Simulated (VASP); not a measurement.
# AlN (P6_3mc) in VASP: further runs

Runs on AlN. Level: LDA. Tasks: single point.

Everything below comes from runs of VASP 6.6.1. Logs are shortened: lines on timing, memory, paths and dates and some standing lists are left out, and cuts for length are marked.

### Step 1. The cell of the first run

Symmetry: P6_3mc, No. 186, hexagonal system. Conventional cell: a = 3.048 Å, b = 3.048 Å, c = 4.860 Å, α = 90.00°, β = 90.00°, γ = 120.00°. Within 2.5 Å of Al (site symmetry 3m) lie 4 N at 1.85 to 1.86 Å. Within 2.5 Å of N (site symmetry 3m) lie 4 Al at 1.85 to 1.86 Å.

### Step 2. Single point, LDA

Contents of INCAR:

```
SYSTEM = AlN
PREC = Accurate ; ENCUT = 520
EDIFF = 1E-6 ; ISMEAR = 0
SIGMA = 0.01 ; LREAL = .FALSE.
LASPH = .TRUE. ; NELM = 60
ALGO = Normal ; ISIF = 2
LWAVE = .FALSE. ; LCHARG = .FALSE.
GGA = CA ; NBANDS = 16
```

Contents of KPOINTS:

```
Automatic mesh
0
G
  8 8 4
  0 0 0
```

Contents of POSCAR:

```
AlN
1.0
    3.0475796668      0.0000000000      0.0000000000
   -1.5237898334      2.6392814115      0.0000000000
    0.0000000000      0.0000000000      4.8599979893
Al N
2 2
Direct
    0.3333333333      0.6666666667     -0.0015114319
    0.6666666667      0.3333333333      0.4984885681
    0.3333333333      0.6666666667      0.3815114319
    0.6666666667      0.3333333333      0.8815114319
```

Potentials or basis: VASP PAW LDA potentials, release 64 (Al, N).

Launch:

```bash
$ cat potpaw_LDA.64/Al/POTCAR potpaw_LDA.64/N/POTCAR > POTCAR
$ mpirun -np 1 vasp_std > vasp.out
```

OUTCAR:

```text
SYSTEM = AlN
   PREC = Accurate
   ENCUT = 520
   EDIFF = 1E-6
   ISMEAR = 0
   LREAL = .FALSE.
   LASPH = .TRUE.
   NELM = 60
   ISIF = 2
   GGA = CA

 ion  position               nearest neighbor table
   1  0.333  0.667  0.998-   4 1.85   4 1.85   4 1.85   3 1.86   2 3.00   2 3.00   2 3.00   2 3.00
                             2 3.00   2 3.00
   2  0.667  0.333  0.498-   3 1.85   3 1.85   3 1.85   4 1.86   1 3.00   1 3.00   1 3.00   1 3.00
                             1 3.00   1 3.00
   3  0.333  0.667  0.382-   2 1.85   2 1.85   2 1.85   1 1.86
   4  0.667  0.333  0.882-   1 1.85   1 1.85   1 1.85   2 1.86

  LATTYP: Found a hexagonal cell.
 ALAT       =     3.0475796668
 C/A-ratio  =     1.5947074468

  Lattice vectors:

 A1 = (   3.0475796668,   0.0000000000,   0.0000000000)
 A2 = (  -1.5237898334,   2.6392814115,   0.0000000000)
 A3 = (   0.0000000000,   0.0000000000,   4.8599979893)

Analysis of symmetry for initial positions (statically):
=====================================================================
 Subroutine PRICEL returns:
 Original cell was already a primitive cell.

 Routine SETGRP: Setting up the symmetry group for a
 hexagonal supercell.

 Subroutine GETGRP returns: Found 12 space group operations
 (whereof  6 operations were pure point group operations)
 out of a pool of 24 trial point group operations.

The static configuration has the point symmetry C_3v.
 The point group associated with its full space group is C_6v.

Analysis of symmetry for dynamics (positions and initial velocities):
=====================================================================
 Subroutine PRICEL returns:
 Original cell was already a primitive cell.

 Routine SETGRP: Setting up the symmetry group for a
 hexagonal supercell.

 Subroutine GETGRP returns: Found 12 space group operations
 (whereof  6 operations were pure point group operations)
 out of a pool of 24 trial point group operations.

The dynamic configuration has the point symmetry C_3v.
 The point group associated with its full space group is C_6v.

 Subroutine INISYM returns: Found 12 space group operations
 (whereof  6 operations are pure point group operations),
 and found     1 'primitive' translations

----------------------------------------------------------------------------------------

                                     Primitive cell

  volume of cell :      39.0910

  direct lattice vectors                    reciprocal lattice vectors
     3.047579667  0.000000000  0.000000000     0.328129240  0.189445505  0.000000000
    -1.523789833  2.639281411  0.000000000     0.000000000  0.378891010  0.000000000
     0.000000000  0.000000000  4.859997989     0.000000000  0.000000000  0.205761402
[... 90 lines left out ...]
   EDIFFG = 0.1E-04   stopping-criterion for IOM
   NSW    =      0    number of steps for IOM
   IBRION =     -1    ionic relax: 0-MD 1-quasi-New 2-CG
   NFREE  =      0    steps in history (QN), initial steepest desc. (CG)
   ISIF   =      2    stress and relaxation
   ISYM   =      2    0-nonsym 1-usesym 2-fastsym
   POTIM  = 0.5000    time-step for ionic-motion
   TEBEG  =    0.0;   TEEND  =   0.0 temperature during run
   PSTRESS=    0.0 pullay stress
   NELECT =      16.0000    total number of electrons
   NUPDOWN=      -1.0000    fix difference up-down
   EMIN   =  10.00;   EMAX   =-10.00  energy-range for DOS
   EFERMI =   0.00;   METHOD = LEGACY
   ISMEAR =     0;   SIGMA  =   0.01  broadening in eV -4-tet -1-fermi 0-gaus
   EFERMI_NEDOS =   21; number of points for ismear=-14 and -15
   IALGO  =     38    algorithm
   IMIX   =      4    mixing-type and parameters
     AMIX     =   0.40;   BMIX     =  1.00
     AMIX_MAG =   1.60;   BMIX_MAG =  1.00
  volume/ion in A,a.u.               =       9.77        65.95
  Fermi-wavevector in a.u.,A,eV,Ry     =   1.215503  2.296967 20.101879  1.477446
  Thomas-Fermi vector in A             =   2.350887
   LORBIT       =      0    0 simple, 1 ext, 2 COOP (PROOUT), +10 PAW based schemes
   GGA     = CA    functional components
   LHFCALC =     F    Hartree Fock is set to
   AEXX    =    0.0000 exact exchange contribution
   IVDW    =     0    specifies the selected vdW correction
   LEPSILON=     F    determine dielectric tensor
   LRPA    =     F    only Hartree local field effects (RPA)
 non-spin polarized calculation
 Gauss-broadening in eV      SIGMA  =   0.01
  energy-cutoff  :      520.00
  volume of cell :       39.09
 maximum number of plane-waves:      1087
 NGX is ok and might be reduce to    24
   NGX = 11   NGY = 11   NGZ = 19

 number of electron      15.9999997 magnetization

 Free energy of the ion-electron system (eV)
  ---------------------------------------------------
  ext. energy  EPLUGINS =         0.00000000
  ---------------------------------------------------
  free energy    TOTEN  =       -32.77936058 eV

  energy without entropy =      -32.77936058  energy(sigma->0) =      -32.77936058

 E-fermi :   6.7061     XC(G=0): -11.5367

 val. band max:        6.5837474081   @ k =   0.0000   0.0000   0.0000
 cond. band min:      11.3792121477   @ k =   0.0000   0.0000   0.0000
 fundamental gap:      4.7954647396
 Fermi energy:         6.7061121362

 k-point     1 :       0.0000    0.0000    0.0000
  band No.  band energies     occupation
      1      -8.8950      2.00000
      2      -6.4406      2.00000
      3       0.2095      2.00000
      4       5.6217      2.00000
      5       5.6217      2.00000
      6       6.3030      2.00000
[... 433 lines left out ...]
      3       1.1960      2.00000
      4       1.1960      2.00000
      5       4.9944      2.00000
      6       4.9944      2.00000
[... 8 lines left out ...]
     15      20.1537      0.00000
     16      20.1537      0.00000

 [... further k-points ...]
[... 5 lines left out ...]
  --------------------------------------------------------------------------------------
  -------------------------------------------------------------------------------------
  Total        2.6337364      2.6337364      2.6271427      0.0000000      0.0000000      0.0000000
  in kB      107.9458700    107.9458700    107.6756218      0.0000000      0.0000000      0.0000000
  external PRESSURE =     107.8557872 kB  Pullay stress =       0.0000000 kB

 VOLUME and BASIS-vectors are now :
 -----------------------------------------------------------------------------
  energy-cutoff  :      520.00
  volume of cell :       39.09
      direct lattice vectors                 reciprocal lattice vectors
     3.047579667  0.000000000  0.000000000     0.328129240  0.189445505  0.000000000
    -1.523789833  2.639281411  0.000000000     0.000000000  0.378891010  0.000000000
     0.000000000  0.000000000  4.859997989     0.000000000  0.000000000  0.205761402

 POSITION                                       TOTAL-FORCE (eV/Angst)
 -----------------------------------------------------------------------------------
     -0.00000      1.75952      4.85265         0.000000      0.000000     -0.000852
      1.52379      0.87976      2.42265         0.000000      0.000000     -0.000852
     -0.00000      1.75952      1.85414        -0.000000      0.000000      0.000852
      1.52379      0.87976      4.28414         0.000000     -0.000000      0.000852
 -----------------------------------------------------------------------------------
    total drift:                               -0.000000     -0.000000      0.000016

  FREE ENERGIE OF THE ION-ELECTRON SYSTEM (eV)
  ---------------------------------------------------
  free  energy   TOTEN  =       -32.7793605789 eV

  energy  without entropy=      -32.7793605789  energy(sigma->0) =      -32.77936058
```

Run time: 12 s. Hardware: 1 thread of Intel Xeon Platinum 8259CL at 2.50GHz (Skylake/Cascade Lake), shared host; peak memory 0.14 GiB.

Results:

* Free energy: -32.7794 eV
* Pressure: 10.8 GPa
* Band gap on the k mesh: 4.80 eV, direct

A k mesh can miss the band edges. Expect the measured gap to be larger: semilocal functionals such as LDA lack the derivative discontinuity.

### Step 3. Single point, LDA

This run uses another cell than the first one, of 9.58 Å³/atom, 0.981 times its volume.

Contents of INCAR:

```
  ALGO = Normal
  EDIFF = 1E-7
  ENCUT = 520
  ISIF = 2
  ISMEAR = 0
  LASPH = T
  LCHARG = T
  LELF = T
  LREAL = F
  LVHAR = T
  LWAVE = F
  NBANDS = 16
  NELM = 80
  PREC = Accurate
  SIGMA = 0.01
```

Contents of KPOINTS:

```
k-points
0
Gamma
  8 8 4
```

Contents of POSCAR:

```
AlN
1.0
    3.0297051088      0.0000000000      0.0000000000
   -1.5148525544      2.6238015902      0.0000000000
    0.0000000000      0.0000000000      4.8225052155
Al N
2 2
Direct
    0.3333333333      0.6666666667     -0.0017916270
    0.6666666667      0.3333333333      0.4982083730
    0.3333333333      0.6666666667      0.3817916270
    0.6666666667      0.3333333333      0.8817916270
```

Potentials or basis: VASP PAW LDA potentials, release 64 (Al, N).

Launch:

```bash
$ cat potpaw_LDA.64/Al/POTCAR potpaw_LDA.64/N/POTCAR > POTCAR
$ mpirun -np 1 vasp_std > vasp.out
```

It took 13 s on 1 thread of Intel Xeon Platinum 8259CL at 2.50GHz (Skylake/Cascade Lake), shared host; peak memory 0.14 GiB.

The run converged. Its results:

| Quantity | Value |
| --- | --- |
| Free energy | -32.7161 eV |
| Pressure | 15.9 GPa |
| Band gap on the k mesh | 4.96 eV, direct |

Levels at points of the mesh, in eV from the valence-band top:
```tsv
k point	band 5	band 6	band 7	band 8	band 9	band 10	band 11	band 12
(0.00, 0.00, 0.00)	-1.00	-0.31	-0.31	0.00	4.96	7.20	11.18	11.45
(0.50, 0.00, 0.00)	-3.63	-2.31	-1.97	-0.78	5.86	5.87	8.78	10.71
(0.00, 0.00, 0.50)	-0.66	-0.66	-0.66	-0.66	7.11	7.11	10.83	10.83
(0.50, 0.00, 0.50)	-1.63	-1.63	-1.48	-1.48	5.45	5.45	9.55	9.55
```

A k mesh can miss the band edges.

### Step 4. Single point, LDA

This run uses another cell than the first one, of 10.16 Å³/atom, 1.040 times its volume.

Contents of INCAR:

```
PREC = Accurate
ENCUT = 520
EDIFF = 1E-6
ISMEAR = 0
SIGMA = 0.01
LREAL = False
LASPH = True
NELM = 100
ALGO = Normal
ISIF = 2
LWAVE = False
LCHARG = False
NBANDS = 16
```

Contents of KPOINTS:

```
Automatic mesh
0
Gamma
  8 8 4
```

Contents of POSCAR:

```
AlN
1.0
    3.0843150289      0.0000000000      0.0000000000
   -1.5421575145      2.6710951683      0.0000000000
    0.0000000000      0.0000000000      4.9346559146
Al N
2 2
Direct
    0.3333333333      0.6666666667     -0.0010312562
    0.6666666667      0.3333333333      0.4989687438
    0.3333333333      0.6666666667      0.3810312562
    0.6666666667      0.3333333333      0.8810312562
```

Potentials or basis: VASP PAW LDA potentials, release 64 (Al, N).

Launch:

```bash
$ cat potpaw_LDA.64/Al/POTCAR potpaw_LDA.64/N/POTCAR > POTCAR
$ mpirun -np 1 vasp_std > vasp.out
```

OUTCAR:

```text
PREC = Accurate
   ENCUT = 520
   EDIFF = 1E-6
   ISMEAR = 0
   LREAL = False
   LASPH = True
   NELM = 100
   ISIF = 2

 ion  position               nearest neighbor table
   1  0.333  0.667  0.999-   4 1.87   4 1.87   4 1.87   3 1.89   2 3.04   2 3.04   2 3.04   2 3.04
                             2 3.04   2 3.04
   2  0.667  0.333  0.499-   3 1.87   3 1.87   3 1.87   4 1.89   1 3.04   1 3.04   1 3.04   1 3.04
                             1 3.04   1 3.04
   3  0.333  0.667  0.381-   2 1.87   2 1.87   2 1.87   1 1.89
   4  0.667  0.333  0.881-   1 1.87   1 1.87   1 1.87   2 1.89

  LATTYP: Found a hexagonal cell.
 ALAT       =     3.0843150289
 C/A-ratio  =     1.5999195505

  Lattice vectors:

 A1 = (   3.0843150289,   0.0000000000,   0.0000000000)
 A2 = (  -1.5421575145,   2.6710951683,   0.0000000000)
 A3 = (   0.0000000000,   0.0000000000,   4.9346559146)

Analysis of symmetry for initial positions (statically):
=====================================================================
 Subroutine PRICEL returns:
 Original cell was already a primitive cell.

 Routine SETGRP: Setting up the symmetry group for a
 hexagonal supercell.

 Subroutine GETGRP returns: Found 12 space group operations
 (whereof  6 operations were pure point group operations)
 out of a pool of 24 trial point group operations.

The static configuration has the point symmetry C_3v.
 The point group associated with its full space group is C_6v.

Analysis of symmetry for dynamics (positions and initial velocities):
=====================================================================
 Subroutine PRICEL returns:
 Original cell was already a primitive cell.

 Routine SETGRP: Setting up the symmetry group for a
 hexagonal supercell.

 Subroutine GETGRP returns: Found 12 space group operations
 (whereof  6 operations were pure point group operations)
 out of a pool of 24 trial point group operations.

The dynamic configuration has the point symmetry C_3v.
 The point group associated with its full space group is C_6v.

 Subroutine INISYM returns: Found 12 space group operations
 (whereof  6 operations are pure point group operations),
[... 119 lines left out ...]
     AMIX     =   0.40;   BMIX     =  1.00
     AMIX_MAG =   1.60;   BMIX_MAG =  1.00
  volume/ion in A,a.u.               =      10.16        68.59
  Fermi-wavevector in a.u.,A,eV,Ry     =   1.199720  2.267142 19.583242  1.439328
  Thomas-Fermi vector in A             =   2.335575
   LORBIT       =      0    0 simple, 1 ext, 2 COOP (PROOUT), +10 PAW based schemes
   GGA     = CA    functional components
   LHFCALC =     F    Hartree Fock is set to
   AEXX    =    0.0000 exact exchange contribution
   IVDW    =     0    specifies the selected vdW correction
   LEPSILON=     F    determine dielectric tensor
   LRPA    =     F    only Hartree local field effects (RPA)
 non-spin polarized calculation
 Gauss-broadening in eV      SIGMA  =   0.01
  energy-cutoff  :      520.00
  volume of cell :       40.65
 maximum number of plane-waves:      1120
 NGX is ok and might be reduce to    24
   NGX = 11   NGY = 11   NGZ = 19

 number of electron      15.9999997 magnetization

 Free energy of the ion-electron system (eV)
  ---------------------------------------------------
  ext. energy  EPLUGINS =         0.00000000
  ---------------------------------------------------
  free energy    TOTEN  =       -32.83957709 eV

  energy without entropy =      -32.83957709  energy(sigma->0) =      -32.83957709

 E-fermi :   6.2872     XC(G=0): -11.3635

 val. band max:        6.1628783860   @ k =   0.0000   0.0000   0.0000
 cond. band min:      10.6256006654   @ k =   0.0000   0.0000   0.0000
 fundamental gap:      4.4627222795
 Fermi energy:         6.2871845327

 k-point     1 :       0.0000    0.0000    0.0000
  band No.  band energies     occupation
      1      -9.0414      2.00000
      2      -6.7313      2.00000
      3      -0.0140      2.00000
      4       5.2665      2.00000
      5       5.2665      2.00000
      6       5.9299      2.00000
[... 433 lines left out ...]
      3       0.9359      2.00000
      4       0.9359      2.00000
      5       4.6240      2.00000
      6       4.6240      2.00000
[... 8 lines left out ...]
     15      19.4212      0.00000
     16      19.4212      0.00000

 [... further k-points ...]
[... 5 lines left out ...]
  --------------------------------------------------------------------------------------
  -------------------------------------------------------------------------------------
  Total        0.4088527      0.4088527      0.4028811     -0.0000000     -0.0000000     -0.0000000
  in kB       16.1128546     16.1128546     15.8775145     -0.0000000     -0.0000000     -0.0000000
  external PRESSURE =      16.0344079 kB  Pullay stress =       0.0000000 kB

 VOLUME and BASIS-vectors are now :
 -----------------------------------------------------------------------------
  energy-cutoff  :      520.00
  volume of cell :       40.65
      direct lattice vectors                 reciprocal lattice vectors
     3.084315029  0.000000000  0.000000000     0.324221096  0.187189137  0.000000000
    -1.542157514  2.671095168  0.000000000     0.000000000  0.374378274  0.000000000
     0.000000000  0.000000000  4.934655915     0.000000000  0.000000000  0.202648375

 POSITION                                       TOTAL-FORCE (eV/Angst)
 -----------------------------------------------------------------------------------
     -0.00000      1.78073      4.92957        -0.000000      0.000000     -0.001337
      1.54216      0.89037      2.46224         0.000000      0.000000     -0.001337
     -0.00000      1.78073      1.88026        -0.000000     -0.000000      0.001337
      1.54216      0.89037      4.34759         0.000000      0.000000      0.001337
 -----------------------------------------------------------------------------------
    total drift:                               -0.000000      0.000000     -0.000835

  FREE ENERGIE OF THE ION-ELECTRON SYSTEM (eV)
  ---------------------------------------------------
  free  energy   TOTEN  =       -32.8395770860 eV

  energy  without entropy=      -32.8395770860  energy(sigma->0) =      -32.83957709
```

Run time: 17 s. Hardware: 1 thread of Intel Xeon Platinum 8259CL at 2.50GHz (Skylake/Cascade Lake), shared host; peak memory 0.14 GiB.

Results:

```
Free energy            : -32.8396 eV
Pressure               : 1.6 GPa
Band gap on the k mesh : 4.46 eV, direct
```

### Step 5. The runs side by side

```tsv
cell	gap on the mesh (eV)	pressure (GPa)
a = 3.048, b = 3.048, c = 4.860 Å, angles 90.0, 90.0, 120.0°, 4 atoms	4.80	10.8
a = 3.030, b = 3.030, c = 4.823 Å, angles 90.0, 90.0, 120.0°, 4 atoms	4.96	15.9
a = 3.084, b = 3.084, c = 4.935 Å, angles 90.0, 90.0, 120.0°, 4 atoms	4.46	1.6
```

Alike in all rows: task single point; level LDA; potentials or basis VASP PAW LDA potentials, release 64 (Al, N); no spin polarisation; k mesh 8 × 8 × 4; cutoff (eV) 520; smearing gaussian 0.01 eV.

Absolute energies hang on the potentials; compare differences alone.
